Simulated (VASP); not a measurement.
# Rh (Im-3m) in VASP: a series of runs, part 2 of 2

VASP 6.6.1.

## (5) Relaxation of cell and atoms, PBE, target pressure 30 GPa, at which the enthalpy is minimised

Contents of INCAR:

```
ALGO = Normal
EDIFF = 1E-7
EDIFFG = -0.01
ENCUT = 600
GGA = PE
IBRION = 2
ISIF = 3
ISMEAR = -1
LASPH = T
LCHARG = F
LREAL = F
LWAVE = F
NELM = 60
NSW = 80
PREC = Accurate
PSTRESS = 300.0
SIGMA = 0.1
```

Contents of KPOINTS:

```
k-points
0
Gamma
  20 20 20
```

Contents of POSCAR:

```
Rh
1.0
    1.5050000000      1.5050000000      1.5050000000
   -1.5050000000      1.5050000000      1.5050000000
   -1.5050000000     -1.5050000000      1.5050000000
Rh
1
Direct
    0.0000000000      0.0000000000      0.0000000000
```

Potentials or basis: VASP PAW PBE potentials, release 64 (Rh_pv).

Started as:

```bash
> cat potpaw_PBE.64/Rh_pv/POTCAR > POTCAR
> mpirun -np 1 vasp_std > vasp.out
```

OUTCAR:

```text
EDIFF = 1E-7
   EDIFFG = -0.01
   ENCUT = 600
   GGA = PE
   IBRION = 2
   ISIF = 3
   ISMEAR = -1
   LASPH = T
   LREAL = F
   NELM = 60
   NSW = 80
   PREC = Accurate
   PSTRESS = 300.0

 ion  position               nearest neighbor table
   1  0.000  0.000  0.000-

  LATTYP: Found a body centered cubic cell.
 ALAT       =     3.0100000000

  Lattice vectors:

 A1 = (   1.5050000000,  -1.5050000000,  -1.5050000000)
 A2 = (   1.5050000000,   1.5050000000,   1.5050000000)
 A3 = (  -1.5050000000,  -1.5050000000,   1.5050000000)

Analysis of symmetry for initial positions (statically):
=====================================================================
 Subroutine PRICEL returns:
 Original cell was already a primitive cell.

 Routine SETGRP: Setting up the symmetry group for a
 body centered cubic supercell.

 Subroutine GETGRP returns: Found 48 space group operations
 (whereof 48 operations were pure point group operations)
 out of a pool of 48 trial point group operations.

The static configuration has the point symmetry O_h .

Analysis of symmetry for dynamics (positions and initial velocities):
=====================================================================
 Subroutine PRICEL returns:
 Original cell was already a primitive cell.

 Routine SETGRP: Setting up the symmetry group for a
 body centered cubic supercell.

[... 372 lines left out ...]

 number of electron      15.0000002 magnetization

 Free energy of the ion-electron system (eV)
  ---------------------------------------------------
  ext. energy  EPLUGINS =         0.00000000
  ---------------------------------------------------
  free energy    TOTEN  =        -6.82851132 eV

  energy without entropy =       -6.76390482  energy(sigma->0) =       -6.79620807

 E-fermi :  12.6176     XC(G=0): -14.3211

 val. band max:       12.6145637352   @ k =   0.2500  -0.4500   0.0500
 cond. band min:      12.6284381801   @ k =   0.2000  -0.4500   0.0500
 fundamental gap:      0.0138744449
 Fermi energy:        12.6176392075

 k-point     1 :       0.0000    0.0000    0.0000
  band No.  band energies     occupation
      1     -33.4973      2.00000
      2     -33.4973      2.00000
      3     -33.4973      2.00000
      4       4.4941      2.00000
      5       9.4143      2.00000
      6       9.4143      2.00000
      7       9.4143      2.00000
      8      12.0911      1.98972
      9      12.0911      1.98972
     10      31.1703      0.00000
     11      31.1703      0.00000
[... 309 lines left out ...]
 k-point    24 :       0.3500    0.1000    0.0000
  band No.  band energies     occupation
      1     -34.0913      2.00000
      2     -33.6977      2.00000
      3     -33.5292      2.00000
      4       6.8947      2.00000
      5       8.3235      2.00000
      6       9.6948      2.00000
      7      11.5778      1.99994
      8      12.4228      1.75048
      9      13.0353      0.03022
     10      27.9969      0.00000
     11      29.4200      0.00000

 [... further k-points ...]

------------------------ aborting loop because EDIFF is reached ----------------------------------------

  FORCE on cell =-STRESS in cart. coord.  units (eV):
  Direction    XX          YY          ZZ          XY          YZ          ZX
  --------------------------------------------------------------------------------------
  -------------------------------------------------------------------------------------
  Total        2.4556412      2.4556412      2.4556412     -0.0000000     -0.0000000     -0.0000000
  in kB      300.1197960    300.1197960    300.1197960     -0.0000000     -0.0000000     -0.0000000
  external PRESSURE =       0.1197960 kB  Pullay stress =     300.0000000 kB
[... 20 lines left out ...]
  energy  without entropy=       -6.7639048182  energy(sigma->0) =       -6.79620807

  enthalpy is  TOTEN    =        -4.3738503005 eV   P V=        2.4546610183

 reached required accuracy - stopping structural energy minimisation
```

CONTCAR:

```text
Rh
   1.00000000000000
     1.4853892870789029    1.4853892870789029    1.4853892870789029
    -1.4853892870789029    1.4853892870789029    1.4853892870789029
    -1.4853892870789029   -1.4853892870789029    1.4853892870789029
  Rh
     1
Direct
     0.0000000000000000    0.0000000000000000    0.0000000000000000

  0.00000000E+00  0.00000000E+00  0.00000000E+00
```

Wall time 2 min (1 thread of Intel Xeon Platinum 8259CL at 2.50GHz (Skylake/Cascade Lake), shared host); peak memory 0.19 GiB.

Results:

```
Free energy                                                : -6.8285 eV
Relaxed volume                                             : 13.11 Å³/atom
Relaxed cell                                               : a = 2.573 Å, b = 2.573 Å, c = 2.573 Å, α = 70.53°, β = 109.47°, γ = 70.53°
Space group after relaxing (to 0.1 Å)                      : Im-3m (No. 229)
Energy change on relaxing (the run minimises the enthalpy) : +75.4 meV/atom
Ionic steps                                                : 7
Pressure after relaxing                                    : 30.0 GPa
Band gap on the k mesh                                     : zero (an odd number of electrons rules out a gap without spin polarisation)
```

The path:
```
step  energy change (eV)  largest force (eV/Å)  pressure (GPa)  volume (Å³)
   1              0.0000                0.0000           16.46        13.64
   2              0.6812                0.0000           97.27        11.49
   3              0.0701                0.0000           29.18        13.14
   4              0.0744                0.0000           29.86        13.11
   5              0.0764                0.0000           30.16        13.10
   6              0.0725                0.0000           29.56        13.12
   7              0.0754                0.0000           30.01        13.11
```

Final structure:
```cif
data_structure
_symmetry_space_group_name_H-M 'P 1'
_symmetry_Int_Tables_number 1
_cell_length_a 2.5728
_cell_length_b 2.5728
_cell_length_c 2.5728
_cell_angle_alpha 70.529
_cell_angle_beta 109.471
_cell_angle_gamma 70.529
_cell_volume 13.11
loop_
_atom_site_label
_atom_site_type_symbol
_atom_site_fract_x
_atom_site_fract_y
_atom_site_fract_z
_atom_site_occupancy
Rh1 Rh 0.00000 0.00000 0.00000 1
```

Caveat: the cell is relaxed towards a set pressure, so the run minimises the enthalpy, not the energy.

## (6) Overview

| cell | gap on the mesh (eV) | pressure (GPa) |
| --- | --- | --- |
| relaxed | none | -0.1 |
| relaxed to 10 GPa | none | 9.9 |
| relaxed to 20 GPa | none | 20.0 |
| relaxed to 30 GPa | none | 30.0 |

Alike in all rows: task relaxation of cell and atoms; level PBE; potentials or basis VASP PAW PBE potentials, release 64 (Rh_pv); no spin polarisation; k mesh 20 × 20 × 20; cutoff (eV) 600; smearing fermi-dirac 0.1 eV.

Caveats: the cell is relaxed towards a set pressure, so the run minimises the enthalpy, not the energy (at least some runs).

Total energies depend on the potentials used, so only differences within one code and one set of settings carry meaning.
